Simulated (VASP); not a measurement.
CsSnBr3, 5 atoms in the cell. Symmetry: Pm-3m, No. 221, cubic system. The conventional cell has a = 5.763 Å, b = 5.763 Å, c = 5.763 Å, α = 90.00°, β = 90.00°, γ = 90.00°. Within 5.3 Å of Cs (site symmetry m-3m) lie 12 Br at 4.07 Å and 8 Sn at 4.99 Å. Sn (site symmetry m-3m) has 6 Br at 2.88 Å within 3.8 Å. Within 3.8 Å of Br (site symmetry 4/mmm) lie 2 Sn at 2.88 Å. 

```yaml
Program: VASP 6.6.1
Task: single point
Functional: PBEsol
Potentials_or_basis: VASP PAW PBE potentials, release 64 (Cs_sv, Sn_d, Br)
Cutoff: 500 eV
k_mesh: 6 × 6 × 6
Occupations: gaussian, width 0.02 eV
Spin: no spin polarisation
Dipole_correction: no
Further_INCAR_settings: ALGO = Normal; EDIFF = 1e-06; NBANDS = 30
```

Potentials or basis: VASP PAW PBE potentials, release 64 (Cs_sv, Sn_d, Br).

Run with:

```sh
$ cat potpaw_PBE.64/Cs_sv/POTCAR potpaw_PBE.64/Sn_d/POTCAR potpaw_PBE.64/Br/POTCAR > POTCAR
$ mpirun -np 1 vasp_std > vasp.out
```

Hardware: 1 thread of Intel(R) Xeon(R) Platinum 8375C CPU @ 2.90GHz (Ice Lake) (shared host).

Problem. How long does it take, and how much memory?

Solution. It took 97 s on 1 thread of Intel(R) Xeon(R) Platinum 8375C CPU @ 2.90GHz (Ice Lake), with other jobs on the host, peak memory 0.31 GiB. Counts: scf iterations 13, k points 20.
